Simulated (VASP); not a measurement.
Runs of VASP 6.6.1 on C. The structure is that of space group I4_1/amd (No. 141), or close to it. The cells are those of the table. 

| task | spin | cell | cutoff (eV) | smearing | gap on the mesh (eV) | pressure (GPa) | relaxed volume (Å³/atom) | largest force (eV/Å) |
| --- | --- | --- | --- | --- | --- | --- | --- | --- |
| single point | off | a = 4.625 Å, angles 99.9, 99.9, 131.1°, 8 atoms | 520 | gaussian 0.02 eV | 2.39 | 0.4 | - | (b) |
| single point | off | a = 3.862 Å, angles 129.1, 129.1, 74.8°, 8 atoms | 520 | gaussian 0.1 eV | none | 193.4 | - | 0.71 |
| relaxation of cell and atoms | off | relaxed from a = 4.625 Å, angles 99.9, 99.9, 131.0°, 8 atoms | 600 | gaussian 0.02 eV | 2.39 | 0.0 | 8.49 | - |
| single point | collinear, ferromagnetic start | a = 3.862 Å, angles 129.1, 129.1, 74.8°, 8 atoms | 520 | gaussian 0.1 eV | none | 193.4 | - | 0.71 |
| single point | off | a = 4.625 Å, angles 99.9, 99.9, 131.0°, 8 atoms | 520 | gaussian 0.1 eV | 2.39 | 0.3 | - | 0.04 |
| relaxation of cell and atoms | off | relaxed from a = 3.862 Å, angles 129.1, 129.1, 74.8°, 8 atoms | 600 | gaussian 0.1 eV | (a) | 0.1 | 7.86 | - |

Alike in all rows: level PBE; potentials or basis VASP PAW PBE potentials, release 64 (C); k mesh 8 × 8 × 8.

Task: Estimate the missing entries.

Result: (a) 1.94; (b) 0.02.

Caveats: the volume moved by over 15 % at a fixed basis, so the end points are rough (some runs).

A k mesh can miss the band edges.

A gap of «none» marks levels without a gap at the run's occupations.
